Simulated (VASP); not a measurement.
Here is a VASP 6.6.1 calculation.

File INCAR:

```
SYSTEM = CrO2
ALGO     = Normal         ! electronic algorithm
EDIFF    = 1E-6           ! SCF threshold, eV
ENCUT    = 520            ! plane-wave cutoff, eV
GGA      = PE             ! functional
ISIF     = 2              ! what is computed and relaxed
ISMEAR   = 0              ! smearing method
ISPIN    = 2              ! spin polarisation
LASPH    = .True.         ! aspherical terms in the spheres
LCHARG   = .False.        ! write CHGCAR
LMAXMIX  = 4              ! l up to which the mixer works
LORBIT   = 11             ! projections on sites
LREAL    = .False.        ! projectors in reciprocal space
LWAVE    = .False.        ! write WAVECAR
MAGMOM   = 2.92 -0.34 -0.34 ! initial moments
NBANDS   = 23             ! bands
NELM     = 150            ! most SCF steps
PREC     = Accurate       ! precision mode
SIGMA    = 0.1            ! smearing width, eV
```

File KPOINTS:

```
k-points
0
Gamma
  18 18 18
  0 0 0
```

POSCAR

```
CrO2
1.0
    3.4796685206      0.0000000029      0.0000000000
   -1.7398342628      3.0134813341      0.0000000000
    0.0000000000      0.0000000000      2.5392577786
Cr O
1 2
Direct
    0.0000000000      0.0000000000      0.0000000000
    0.3333333333      0.6666666667      0.5000000000
    0.6666666667      0.3333333333      0.5000000000
```

Potentials or basis: VASP PAW PBE potentials, release 64 (Cr_pv, O).

Run with:

```bash
$ cat potpaw_PBE.64/Cr_pv/POTCAR potpaw_PBE.64/O/POTCAR > POTCAR
$ mpirun -np 1 vasp_std > vasp.out
```

Problem. Predict the site moments.

Solution. Cr +2.58; O -0.32 μB.

Problem. What does it give for the net moment?

Solution. 1.98 μB per cell.

Stress tensor (GPa, compression positive):
```
0.12 0.00 0.00
0.00 0.12 0.00
0.00 0.00 0.53
```

Caveat: a cell with one magnetic atom can't hold antiferromagnetic order, which such compounds often take.
